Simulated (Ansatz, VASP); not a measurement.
LaRe: VASP beside Ansatz

```xyz
2
Lattice="3.5733 0.0000 0.0000 0.0000 3.5733 0.0000 0.0000 0.0000 3.5733" Properties=species:S:1:pos:R:3 pbc="T T T"
La    0.0000    0.0000    0.0000
Re    1.7867    1.7867    1.7867
```

Alike in both runs: task single point; functional LDA; k mesh 10 × 10 × 10; occupations fermi-dirac, width 0.15 eV; no spin polarisation.

```csv
,VASP,Ansatz
version,VASP 6.6.1,Ansatz 0.2.0
potentials or method,"VASP PAW LDA potentials, release 64 (La, Re), cutoff 520 eV","scalar-relativistic, plane waves, PAW"
valence electrons in the cell,18,26
```

|  | VASP | Ansatz | Ansatz less VASP |
| --- | --- | --- | --- |
| gap on the k mesh at the Fermi level (eV) | none | none | - |
| pressure (GPa) | -6.0 | -6.0 | +0.03 |

LDA's correlation is that of Perdew and Zunger in VASP and of Perdew and Wang (1992) in Ansatz. A gap of «none» marks a metal or a gap that the smearing closes. VASP's potentials hold 18 valence electrons a cell and Ansatz's 26, so a difference there can come from the potentials and not from the codes.

Neither program's run includes spin-orbit coupling.
